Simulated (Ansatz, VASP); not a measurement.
**One calculation of W, two programs**

```
W
1.0
     0.00000    2.23255    1.51747
     2.23255    0.00000    1.51747
     2.23255    2.23255    0.00000
W
1
Cartesian
  0.0000 0.0000 0.0000
```

Alike in both runs: task single point; functional PBEsol; k mesh 22 × 22 × 22; occupations gaussian, width 0.15 eV; no spin polarisation.

```csv
,VASP,Ansatz
version,VASP 6.6.1,Ansatz 0.2.0
potentials or method,"VASP PAW PBE potentials, release 64 (W_sv), cutoff 500 eV","scalar-relativistic, plane waves, PAW"
valence electrons in the cell,14,14
```

|  | VASP | Ansatz | Ansatz less VASP |
| --- | --- | --- | --- |
| gap on the k mesh at the Fermi level (eV) | none | none | - |
| pressure (GPa) | 13.9 | 13.1 | -0.77 |
| traceless stress, the component that is largest in VASP (GPa) | 9.33 | 9.32 | -0.008 |

VASP's potentials were made for PBE, not for PBEsol, and Ansatz warns of the same on its side. A gap of «none» marks a metal or a gap that the smearing closes. With one functional, cell and mesh, what is left measures potentials, basis and numerics.

Neither program's run includes spin-orbit coupling.
